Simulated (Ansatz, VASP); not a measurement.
## One calculation of Br, two programs

INCAR

```
SYSTEM = Br
PREC     = Accurate       ! precision mode
ENCUT    = 400            ! plane-wave cutoff, eV
EDIFF    = 1E-8           ! SCF threshold, eV
ISMEAR   = 0              ! smearing method
SIGMA    = 0.01           ! smearing width, eV
LREAL    = .False.        ! projectors in reciprocal space
LASPH    = .True.         ! aspherical terms in the spheres
NELM     = 120            ! most SCF steps
ALGO     = Normal         ! electronic algorithm
ISIF     = 2              ! what is computed and relaxed
LWAVE    = .False.        ! write WAVECAR
LCHARG   = .False.        ! write CHGCAR
GGA      = PE             ! functional
LEFG     = .True.       
NBANDS   = 70             ! bands
GGA_COMPAT= .False.
```

File KPOINTS:

```
Automatic mesh
0
Gamma
  4 4 3
  0 0 0
```

Contents of POSCAR:

```
Br
1.0
    6.6700000000     -4.4800000000      0.0000000000
    6.6700000000      4.4800000000      0.0000000000
    0.0000000000      0.0000000000      8.7200000000
Br
16
Direct
    0.0669071479      0.4330928521      0.1172022531
    0.0669071479      0.9330928521      0.1172022531
    0.5669071479      0.4330928521      0.1172022531
    0.5669071479      0.9330928521      0.1172022531
    0.3169071479      0.1830928521      0.3827977469
    0.3169071479      0.6830928521      0.3827977469
    0.8169071479      0.1830928521      0.3827977469
    0.8169071479      0.6830928521      0.3827977469
    0.4330928521      0.0669071479      0.8827977469
    0.4330928521      0.5669071479      0.8827977469
    0.9330928521      0.0669071479      0.8827977469
    0.9330928521      0.5669071479      0.8827977469
    0.1830928521      0.3169071479      0.6172022531
    0.1830928521      0.8169071479      0.6172022531
    0.6830928521      0.3169071479      0.6172022531
    0.6830928521      0.8169071479      0.6172022531
```

Input for Ansatz:

```yaml
crystal:
  lattice:
    - [6.67, -4.48, 0.0]
    - [6.67, 4.48, 0.0]
    - [0.0, 0.0, 8.72]
  atoms:
    - { symbol: Br, position: [0.0669071479, 0.4330928521, 0.1172022531] }
    - { symbol: Br, position: [0.0669071479, 0.9330928521, 0.1172022531] }
    - { symbol: Br, position: [0.5669071479, 0.4330928521, 0.1172022531] }
    - { symbol: Br, position: [0.5669071479, 0.9330928521, 0.1172022531] }
    - { symbol: Br, position: [0.3169071479, 0.1830928521, 0.3827977469] }
    - { symbol: Br, position: [0.3169071479, 0.6830928521, 0.3827977469] }
    - { symbol: Br, position: [0.8169071479, 0.1830928521, 0.3827977469] }
    - { symbol: Br, position: [0.8169071479, 0.6830928521, 0.3827977469] }
    - { symbol: Br, position: [0.4330928521, 0.0669071479, 0.8827977469] }
    - { symbol: Br, position: [0.4330928521, 0.5669071479, 0.8827977469] }
    - { symbol: Br, position: [0.9330928521, 0.0669071479, 0.8827977469] }
    - { symbol: Br, position: [0.9330928521, 0.5669071479, 0.8827977469] }
    - { symbol: Br, position: [0.1830928521, 0.3169071479, 0.6172022531] }
    - { symbol: Br, position: [0.1830928521, 0.8169071479, 0.6172022531] }
    - { symbol: Br, position: [0.6830928521, 0.3169071479, 0.6172022531] }
    - { symbol: Br, position: [0.6830928521, 0.8169071479, 0.6172022531] }
kpoints:
  mp_grid: { grid: [4, 4, 3] }
scf:
  occupations: { method: fixed }
hamiltonian:
  xc: pbe
  pseudopotentials: { kind: paw }
output:
  forces: true
  efg: { quadrupole_moments_barn: { Br: 0.2579 }, contact_densities: true }
  core_levels: { shells: { Br: "3d" }, counted_from: valence_top }
```

Alike in both runs: task electric field gradients; functional PBE; k mesh 4 × 4 × 3; no spin polarisation.

```csv
,VASP,Ansatz
version,VASP 6.6.1,Ansatz 0.2.0
potentials or method,"VASP PAW PBE potentials, release 64 (Br)","plane-wave PAW, scalar-relativistic"
plane-wave cutoff (eV),400,420
occupations,"gaussian, width 0.01 eV",fixed
valence electrons in the cell,112,112
```

|  | VASP | Ansatz | Ansatz less VASP |
| --- | --- | --- | --- |
| gap on the k mesh at the Fermi level (eV) | 1.52 | 1.51 | -0.001 |
| rms of the force components (eV/Å) | 0.018 | 0.013 | -0.0047 |
| size of Vzz on the site where it differs most (V/Å²) | 930.5 | 962.9 | +32.38 |

Atom by atom the forces differ by 0.005 eV/Å (rms over components).
